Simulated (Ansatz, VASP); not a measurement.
**Nb in VASP and in Ansatz**

INCAR

```
SYSTEM = Nb
ALGO = Normal
EDIFF = 1E-6
ENCUT = 520
GGA = CA
ISIF = 2
ISMEAR = -1
LASPH = .True.
LCHARG = .True.
LELF = .True.
LREAL = .False.
LVHAR = .True.
LWAVE = .False.
NBANDS = 12
NELM = 60
PREC = Accurate
SIGMA = 0.1
```

KPOINTS

```
k-points
0
Gamma
  7 7 7
  0 0 0
```

POSCAR

```
Nb
1.0
   -1.6231103068      1.6231103068      1.6231103068
    1.6231103068     -1.6231103068      1.6231103068
    1.6231103068      1.6231103068     -1.6231103068
Nb
1
Direct
    0.0000000000      0.0000000000      0.0000000000
```

Input for Ansatz:

```yaml
crystal:
  lattice:
    - [-1.6231103068, 1.6231103068, 1.6231103068]
    - [1.6231103068, -1.6231103068, 1.6231103068]
    - [1.6231103068, 1.6231103068, -1.6231103068]
  atoms:
    - { symbol: Nb, position: [0.0, 0.0, 0.0] }
hamiltonian:
  xc: lda
  pseudopotentials:
    kind: paw
    azcp:
      Nb: "pseudopotentials/Nb.paw.azcp"
basis:
  ecutwfc: 420
  fft_grid_basis: typed
kpoints:
  mp_grid: { grid: [7, 7, 7], shift: [0, 0, 0] }
magnetization:
  spin_polarized: false
scf:
  occupations: { method: fermi_dirac, width: 0.1 }
  lower_state_search: "off"
output:
  stress: true
```

Alike in both runs: task single point; functional LDA; k mesh 7 × 7 × 7; occupations fermi-dirac, width 0.1 eV; no spin polarisation.

```csv
,VASP,Ansatz
version,VASP 6.6.1,Ansatz 0.2.0
potentials or method,"VASP PAW LDA potentials, release 64 (Nb_sv), cutoff 520 eV","plane waves (420 eV) with PAW, scalar-relativistic"
valence electrons in the cell,13,13
```

Ansatz gave:

```
pressure (GPa) : 0.3
```

Q: What did VASP give for the same quantities?

A: Pressure (GPa): 0.1.

Ansatz warns that its potentials were made for another functional, while VASP's fit it. LDA's correlation is that of Perdew and Zunger in VASP and of Perdew and Wang (1992) in Ansatz.

The k mesh is coarse, so the values compare programs but aren't converged.
